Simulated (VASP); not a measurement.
A run of VASP 6.6.1:

Contents of POSCAR:

```
Sb
1.0
    3.1600000000      0.0000000000      0.0000000000
    0.0000000000      3.1600000000      0.0000000000
    0.0000000000      0.0000000000      3.1600000000
Sb
1
Direct
    0.0000000000      0.0000000000      0.0000000000
```

INCAR.step1

```
SYSTEM = Sb
ALGO = Normal
EDIFF = 1E-5
ENCUT = 520
GGA = PE
ISIF = 2
ISMEAR = -1
LASPH = .TRUE.
LCHARG = .FALSE.
LREAL = .FALSE.
LWAVE = .TRUE.
NBANDS = 8
NELM = 80
PREC = Accurate
SIGMA = 0.05
```

File INCAR.step2:

```
SYSTEM = Sb
AEXX = 0.4
ALGO = Normal
EDIFF = 1E-6
ENCUT = 520
GGA = PE
HFSCREEN = 0.2
ISIF = 2
ISMEAR = -1
ISTART = 1
LASPH = .TRUE.
LCHARG = .FALSE.
LHFCALC = .TRUE.
LREAL = .FALSE.
LWAVE = .FALSE.
NBANDS = 8
NELM = 80
PREC = Accurate
PRECFOCK = Normal
SIGMA = 0.05
```

Contents of KPOINTS:

```
k-points
0
G
  4 4 4
  0 0 0
```

Potentials or basis: VASP PAW PBE potentials, release 64 (Sb).

Command:

```console
$ cat potpaw_PBE.64/Sb/POTCAR > POTCAR
$ cp INCAR.step1 INCAR
$ mpirun -np 1 vasp_std > vasp.out
$ cp INCAR.step2 INCAR
$ mpirun -np 1 vasp_std > vasp.out
```

Hardware: 1 thread of Intel Xeon 8259CL (shared host).

Task: Estimate the wall time of this run.

Result: Wall time 120 s on 1 thread of Intel Xeon 8259CL, on a shared host, peak memory 0.24 GiB. Counts: k points 10.
